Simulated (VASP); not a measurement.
# NaB2 (Fd-3m) in VASP: further runs

Runs on NaB2. Level: PBE. Tasks: relaxation of cell and atoms, single point.

Program: VASP 6.6.1. These are calculated values, not measurements. Logs are shortened: lines on timing, memory, paths and dates and some standing lists are left out, and cuts for length are marked.

### Step 1. The cell of the first run

It takes space group Fd-3m (No. 227, cubic). The conventional cell has a = 6.046 Å, b = 6.046 Å, c = 6.046 Å, α = 90.00°, β = 90.00°, γ = 90.00°. Within 3.3 Å of Na (site symmetry -43m) lie 12 B at 2.51 Å and 4 Na at 2.62 Å. Within 2.8 Å of B (site symmetry -3m) lie 6 B at 2.14 Å and 6 Na at 2.51 Å.

The cell was built from a structure type or drawn by symmetry, and may not be a known phase.

### Step 2. Relaxation of cell and atoms, PBE

INCAR

```
  PREC = Accurate
  ENCUT = 600
  EDIFF = 1E-6
  ISMEAR = 0
  SIGMA = 0.1
  LREAL = False
  LASPH = True
  NELM = 60
  ALGO = Normal
  ISIF = 3
  LWAVE = False
  LCHARG = False
  GGA = PE
  IBRION = 2
  NSW = 90
  EDIFFG = -0.04
```

KPOINTS

```
Automatic mesh
0
Gamma
  6 6 6
```

POSCAR

```
NaB2
1.0
    0.0000000000      3.0230578077      3.0230578077
    3.0230578077      0.0000000000      3.0230578077
    3.0230578077      3.0230578077      0.0000000000
Na B
2 4
Direct
    0.0000000000      0.0000000000      0.0000000000
    0.2500000000      0.2500000000      0.2500000000
    0.6250000000      0.6250000000      0.6250000000
    0.1250000000      0.6250000000      0.6250000000
    0.6250000000      0.1250000000      0.6250000000
    0.6250000000      0.6250000000      0.1250000000
```

Potentials or basis: VASP PAW PBE potentials, release 64 (Na_pv, B).

Launch:

```bash
cat potpaw_PBE.64/Na_pv/POTCAR potpaw_PBE.64/B/POTCAR > POTCAR
mpirun -np 1 vasp_std > vasp.out
```

OUTCAR:

```text
PREC = Accurate
   ENCUT = 600
   EDIFF = 1E-6
   ISMEAR = 0
   LREAL = False
   LASPH = True
   NELM = 60
   ISIF = 3
   GGA = PE
   IBRION = 2
   NSW = 90
   EDIFFG = -0.04

 ion  position               nearest neighbor table
   1  0.000  0.000  0.000-   2 2.62   2 2.62   2 2.62   2 2.62
   2  0.250  0.250  0.250-   1 2.62   1 2.62   1 2.62   1 2.62
   3  0.625  0.625  0.625-   4 2.14   5 2.14   6 2.14   6 2.14   5 2.14   4 2.14
   4  0.125  0.625  0.625-   3 2.14   6 2.14   5 2.14   3 2.14   5 2.14   6 2.14
   5  0.625  0.125  0.625-   3 2.14   6 2.14   3 2.14   4 2.14   6 2.14   4 2.14
   6  0.625  0.625  0.125-   3 2.14   3 2.14   4 2.14   5 2.14   5 2.14   4 2.14

  LATTYP: Found a face centered cubic cell.
 ALAT       =     6.0461156154

  Lattice vectors:

 A1 = (   0.0000000000,   3.0230578077,   3.0230578077)
 A2 = (   3.0230578077,   0.0000000000,   3.0230578077)
 A3 = (   3.0230578077,   3.0230578077,   0.0000000000)

Analysis of symmetry for initial positions (statically):
=====================================================================
 Subroutine PRICEL returns:
 Original cell was already a primitive cell.

 Routine SETGRP: Setting up the symmetry group for a
 face centered cubic supercell.

 Subroutine GETGRP returns: Found 48 space group operations
 (whereof 24 operations were pure point group operations)
 out of a pool of 48 trial point group operations.

The static configuration has the point symmetry T_d .
 The point group associated with its full space group is O_h .

Analysis of symmetry for dynamics (positions and initial velocities):
=====================================================================
 Subroutine PRICEL returns:
 Original cell was already a primitive cell.

 Routine SETGRP: Setting up the symmetry group for a
 face centered cubic supercell.

 Subroutine GETGRP returns: Found 48 space group operations
 (whereof 24 operations were pure point group operations)
 out of a pool of 48 trial point group operations.

The dynamic configuration has the point symmetry T_d .
 The point group associated with its full space group is O_h .

[... 160 lines left out ...]
 -----------------------------------------------------------------------------
  energy-cutoff  :      600.00
  volume of cell :       55.25
      direct lattice vectors                 reciprocal lattice vectors
     0.000000000  3.023057808  3.023057808    -0.165395448  0.165395448  0.165395448
     3.023057808  0.000000000  3.023057808     0.165395448 -0.165395448  0.165395448
     3.023057808  3.023057808  0.000000000     0.165395448  0.165395448 -0.165395448

 POSITION                                       TOTAL-FORCE (eV/Angst)
 -----------------------------------------------------------------------------------
      0.00000      0.00000      0.00000        -0.000000     -0.000000     -0.000000
      1.51153      1.51153      1.51153         0.000000      0.000000      0.000000
      3.77882      3.77882      3.77882        -0.000000      0.000000      0.000000
      3.77882      2.26729      2.26729        -0.000000      0.000000      0.000000
      2.26729      3.77882      2.26729        -0.000000      0.000000      0.000000
      2.26729      2.26729      3.77882        -0.000000      0.000000      0.000000
 -----------------------------------------------------------------------------------
    total drift:                                0.000000     -0.000000      0.000000

  FREE ENERGIE OF THE ION-ELECTRON SYSTEM (eV)
  ---------------------------------------------------
  free  energy   TOTEN  =       -22.5752922633 eV

  energy  without entropy=      -22.5672686107  energy(sigma->0) =      -22.57128044

--------------------------------------- Ionic step        2  -------------------------------------------

 number of electron      25.9999996 magnetization

 Free energy of the ion-electron system (eV)
  ---------------------------------------------------
  ext. energy  EPLUGINS =         0.00000000
  ---------------------------------------------------
  free energy    TOTEN  =       -22.58222426 eV

  energy without entropy =      -22.57446450  energy(sigma->0) =      -22.57834438

 E-fermi :   5.2800     XC(G=0): -11.1106

 val. band max:        5.2594181682   @ k =   0.1667   0.0000   0.0000
 cond. band min:       5.4093118455   @ k =  -0.3333   0.3333   0.1667
 fundamental gap:      0.1498936774
 Fermi energy:         5.2800394861

 k-point     1 :       0.0000    0.0000    0.0000
  band No.  band energies     occupation
      1     -18.2367      2.00000
      2     -18.2367      2.00000
      3     -18.2367      2.00000
      4     -18.0292      2.00000
      5     -18.0292      2.00000
      6     -18.0292      2.00000
[... 297 lines left out ...]
      4     -18.1495      2.00000
      5     -17.9530      2.00000
      6     -17.9530      2.00000
[... 9 lines left out ...]
     16       8.7364      0.00000
     17      10.5888      0.00000

------------------------ aborting loop because EDIFF is reached ----------------------------------------

  FORCE on cell =-STRESS in cart. coord.  units (eV):
  Direction    XX          YY          ZZ          XY          YZ          ZX
  --------------------------------------------------------------------------------------
  -------------------------------------------------------------------------------------
  Total        0.0356943      0.0356943      0.0356943     -0.0000000     -0.0000000      0.0000000
  in kB        1.0166788      1.0166788      1.0166788     -0.0000000     -0.0000000      0.0000000
  external PRESSURE =       1.0166788 kB  Pullay stress =       0.0000000 kB

 VOLUME and BASIS-vectors are now :
 -----------------------------------------------------------------------------
  energy-cutoff  :      600.00
  volume of cell :       56.25
      direct lattice vectors                 reciprocal lattice vectors
     0.000000000  3.041108343  3.041108343    -0.164413741  0.164413741  0.164413741
     3.041108343  0.000000000  3.041108343     0.164413741 -0.164413741  0.164413741
     3.041108343  3.041108343  0.000000000     0.164413741  0.164413741 -0.164413741

 POSITION                                       TOTAL-FORCE (eV/Angst)
 -----------------------------------------------------------------------------------
      6.08222      6.08222      6.08222        -0.000000     -0.000000      0.000000
      1.52055      1.52055      1.52055         0.000000      0.000000     -0.000000
      3.80139      3.80139      3.80139        -0.000000     -0.000000      0.000000
      3.80139      2.28083      2.28083        -0.000000     -0.000000      0.000000
      2.28083      3.80139      2.28083        -0.000000     -0.000000      0.000000
      2.28083      2.28083      3.80139        -0.000000     -0.000000      0.000000
 -----------------------------------------------------------------------------------
    total drift:                                0.000000      0.000000      0.000000

  FREE ENERGIE OF THE ION-ELECTRON SYSTEM (eV)
  ---------------------------------------------------
  free  energy   TOTEN  =       -22.5822242573 eV

  energy  without entropy=      -22.5744644971  energy(sigma->0) =      -22.57834438

 reached required accuracy - stopping structural energy minimisation
```

CONTCAR:

```text
NaB2
   1.00000000000000
     0.0000000000000000    3.0411083428954870    3.0411083428954870
     3.0411083428954870    0.0000000000000000    3.0411083428954870
     3.0411083428954870    3.0411083428954870    0.0000000000000000
  Na              B
     2     4
Direct
     1.0000000000000000    1.0000000000000000    1.0000000000000000
     0.2500000000000000    0.2500000000000000    0.2500000000000000
     0.6250000000000000    0.6250000000000000    0.6250000000000000
     0.1250000000000000    0.6250000000000000    0.6250000000000000
     0.6250000000000000    0.1250000000000000    0.6250000000000000
     0.6250000000000000    0.6250000000000000    0.1250000000000000

  0.00000000E+00  0.00000000E+00  0.00000000E+00
  0.00000000E+00  0.00000000E+00  0.00000000E+00
  0.00000000E+00  0.00000000E+00  0.00000000E+00
  0.00000000E+00  0.00000000E+00  0.00000000E+00
  0.00000000E+00  0.00000000E+00  0.00000000E+00
  0.00000000E+00  0.00000000E+00  0.00000000E+00
```

Wall time 44 s (1 thread of Intel Xeon 8259CL, shared host); peak memory 0.2 GiB.

What came out:

| Quantity | Value |
| --- | --- |
| Free energy | -22.5822 eV |
| Relaxed volume | 9.38 Å³/atom |
| Relaxed cell | a = 4.301 Å, b = 4.301 Å, c = 4.301 Å, α = 60.00°, β = 60.00°, γ = 60.00° |
| Space group after relaxing (to 0.1 Å) | Fd-3m (No. 227) |
| Energy gained by relaxing | 1.2 meV/atom |
| Ionic steps | 2 |
| Pressure after relaxing | 0.1 GPa |
| Band gap on the k mesh | zero (bands 13 and 14 overlap by 4.40 eV) |

Step by step:
| step | energy change (eV) | largest force (eV/Å) | pressure (GPa) | volume (Å³) |
| --- | --- | --- | --- | --- |
| 1 | 0.0000 | 0.0000 | 2.15 | 55.25 |
| 2 | -0.0069 | 0.0000 | 0.10 | 56.25 |

Final structure:
```
Na B
1.0
     0.00000    3.04111    3.04111
     3.04111    0.00000    3.04111
     3.04111    3.04111    0.00000
Na B
2 4
Direct
  0.00000 0.00000 0.00000
  0.25000 0.25000 0.25000
  0.62500 0.62500 0.62500
  0.12500 0.62500 0.62500
  0.62500 0.12500 0.62500
  0.62500 0.62500 0.12500
```

### Step 3. Single point, PBE

This run uses another cell than the first one, of 9.33 Å³/atom.

INCAR

```
SYSTEM = NaB2
PREC = Accurate
ENCUT = 520
EDIFF = 1E-7
ISMEAR = 0
SIGMA = 0.1
LREAL = .FALSE.
LASPH = .TRUE.
NELM = 100
ALGO = Normal
ISIF = 2
LWAVE = .FALSE.
LCHARG = .FALSE.
GGA = PE
NBANDS = 22
```

KPOINTS

```
regular mesh
0
G
  10 10 10
  0 0 0
```

POSCAR

```
NaB2
1.0
    0.0000000000      3.0364243671      3.0364243671
    3.0364243671      0.0000000000      3.0364243671
    3.0364243671      3.0364243671      0.0000000000
Na B
2 4
Direct
    0.5000000000      0.5000000000      0.5000000000
    0.7500000000      0.7500000000      0.7500000000
    0.1250000000      0.1250000000      0.1250000000
    0.6250000000      0.1250000000      0.1250000000
    0.1250000000      0.6250000000      0.1250000000
    0.1250000000      0.1250000000      0.6250000000
```

Potentials or basis: VASP PAW PBE potentials, release 64 (Na_pv, B).

Launch:

```bash
cat potpaw_PBE.64/Na_pv/POTCAR potpaw_PBE.64/B/POTCAR > POTCAR
mpirun -np 1 vasp_std > vasp.out
```

Wall time 65 s (1 thread of Intel Xeon 8259CL, shared host); peak memory 0.19 GiB.

The run converged. Its results:

```yaml
Free_energy: -22.5872 eV
Pressure: 0.2 GPa
Band_gap_on_the_k_mesh: zero (bands 13 and 14 overlap by 4.40 eV)
```

Levels at points of the mesh, in eV from the Fermi level:
| k point | band 9 | band 10 | band 11 | band 12 | band 13 | band 14 | band 15 | band 16 | band 17 | band 18 |
| --- | --- | --- | --- | --- | --- | --- | --- | --- | --- | --- |
| (0.00, 0.00, 0.00) | -3.21 | -3.21 | -3.21 | -1.75 | -1.75 | -1.75 | -0.84 | -0.84 | 5.22 | 7.99 |
| (0.50, 0.00, 0.00) | -5.05 | -3.81 | -3.81 | -2.36 | -2.36 | 2.51 | 2.51 | 3.61 | 4.53 | 4.53 |
| (0.50, 0.50, 0.00) | -5.21 | -5.21 | -3.93 | -3.93 | 2.65 | 2.65 | 2.77 | 2.77 | 4.36 | 4.36 |

### Step 4. Relaxation of cell and atoms, PBE

This run uses another cell than the first one, of 9.36 Å³/atom.

INCAR

```
SYSTEM = NaB2
PREC = Accurate ; ENCUT = 600
EDIFF = 1E-7 ; ISMEAR = 0
SIGMA = 0.1 ; LREAL = .False.
LASPH = .True. ; NELM = 100
ALGO = Normal ; ISIF = 3
LWAVE = .False. ; LCHARG = .False.
GGA = PE ; IBRION = 2
NSW = 100 ; EDIFFG = -0.01
```

KPOINTS

```
Automatic mesh
0
Gamma
  10 10 10
  0 0 0
```

Edit POSCAR of step 3 so:

```diff
@@ -2,5 +2,5 @@
 1.0
-    0.0000000000      3.0364243671      3.0364243671
-    3.0364243671      0.0000000000      3.0364243671
-    3.0364243671      3.0364243671      0.0000000000
+    0.0000000000      3.0400175911      3.0400175911
+    3.0400175911      0.0000000000      3.0400175911
+    3.0400175911      3.0400175911      0.0000000000
 Na B
```

Launch:

```bash
cat potpaw_PBE.64/Na_pv/POTCAR potpaw_PBE.64/B/POTCAR > POTCAR
mpirun -np 1 vasp_std > vasp.out
```

Run time: 2.7 min. Hardware: 1 thread of Intel Xeon 8259CL, shared host; peak memory 0.22 GiB.

It converged, with:

| Item | Value |
| --- | --- |
| Free energy | -22.5898 eV |
| Relaxed volume | 9.35 Å³/atom |
| Relaxed cell | a = 4.297 Å, b = 4.297 Å, c = 4.297 Å, α = 60.00°, β = 60.00°, γ = 60.00° |
| Space group after relaxing (to 0.1 Å) | Fd-3m (No. 227) |
| Energy gained by relaxing | 0.0 meV/atom |
| Ionic steps | 2 |
| Pressure after relaxing | 0.0 GPa |
| Band gap on the k mesh | zero (bands 13 and 14 overlap by 4.40 eV) |

Final structure:
```
Na B
1.0
     0.00000    3.03823    3.03823
     3.03823    0.00000    3.03823
     3.03823    3.03823    0.00000
Na B
2 4
Direct
  0.50000 0.50000 0.50000
  0.75000 0.75000 0.75000
  0.12500 0.12500 0.12500
  0.62500 0.12500 0.12500
  0.12500 0.62500 0.12500
  0.12500 0.12500 0.62500
```

Levels at points of the mesh, in eV from the Fermi level:
| k point | band 11 | band 12 | band 13 | band 14 | band 15 | band 16 |
| --- | --- | --- | --- | --- | --- | --- |
| (0.00, 0.00, 0.00) | -3.20 | -1.75 | -1.75 | -1.75 | -0.83 | -0.83 |
| (0.50, 0.00, 0.00) | -3.81 | -2.35 | -2.35 | 2.51 | 2.51 | 3.61 |
| (0.50, 0.50, 0.00) | -3.93 | -3.93 | 2.65 | 2.65 | 2.76 | 2.76 |

### Step 5. The runs side by side

```tsv
task	cell	k mesh	cutoff (eV)	gap on the mesh (eV)	pressure (GPa)	relaxed volume (Å³/atom)
relaxation of cell and atoms	relaxed from a = 4.275 Å, angles 60.0°, 6 atoms	6 × 6 × 6	600	none	0.1	9.38
single point	a = 4.294 Å, angles 60.0°, 6 atoms	10 × 10 × 10	520	none	0.2	-
relaxation of cell and atoms	relaxed from a = 4.299 Å, angles 60.0°, 6 atoms	10 × 10 × 10	600	none	0.0	9.35
```

Alike in all rows: level PBE; potentials or basis VASP PAW PBE potentials, release 64 (Na_pv, B); no spin polarisation; smearing gaussian 0.1 eV.

Total energies depend on the potentials used, so only differences within one code and one set of settings carry meaning.
